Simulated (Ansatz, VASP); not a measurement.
# PbSe: VASP beside Ansatz

File INCAR:

```
ALGO = Normal
EDIFF = 1E-6
ENCUT = 500
GGA = PS
GGA_COMPAT = False
ISIF = 2
ISMEAR = -1
LASPH = True
LCHARG = True
LELF = True
LREAL = False
LVHAR = True
LWAVE = False
NBANDS = 17
NELM = 120
PREC = Accurate
SIGMA = 0.01
```

KPOINTS

```
k-points
0
Gamma
  9 9 9
```

File POSCAR:

```
PbSe
1.0
    0.0000000000      3.1024460684      3.1024460684
    3.1024460684      0.0000000000      3.1024460684
    3.1024460684      3.1024460684      0.0000000000
Pb Se
1 1
Direct
    0.0000000000      0.0000000000      0.0000000000
    0.5000000000      0.5000000000      0.5000000000
```

Input for Ansatz:

```yaml
crystal:
  lattice:
    - [0.0, 3.1024460684, 3.1024460684]
    - [3.1024460684, 0.0, 3.1024460684]
    - [3.1024460684, 3.1024460684, 0.0]
  atoms:
    - { symbol: Pb, position: [0.0, 0.0, 0.0] }
    - { symbol: Se, position: [0.5, 0.5, 0.5] }
kpoints:
  mp_grid: { grid: [9, 9, 9] }
scf:
  occupations: { method: fermi_dirac, width: 0.01 }
hamiltonian:
  xc: pbesol
  pseudopotentials: { kind: all_electron, lapw: { basis_error: 0.00025 } }
output:
  forces: true
  stress: true
  eigenvalues: true
```

Change from the starting cell: volume scaled by 1.04.

Alike in both runs: task single point; functional PBEsol; k mesh 9 × 9 × 9; occupations fermi-dirac, width 0.01 eV; no spin polarisation.

|  | VASP | Ansatz |
| --- | --- | --- |
| version | VASP 6.6.1 | Ansatz 0.2.0 |
| potentials or method | VASP PAW PBE potentials, release 64 (Pb_d, Se), cutoff 500 eV | all-electron LAPW, scalar-relativistic |

```tsv
	VASP	Ansatz	Ansatz less VASP
pressure (GPa)	-2.4	-2.4	+0.02
```

VASP's potentials were made for PBE, not for PBEsol. Ansatz ran all-electron here, and VASP with PAW potentials.

Neither program's run includes spin-orbit coupling.
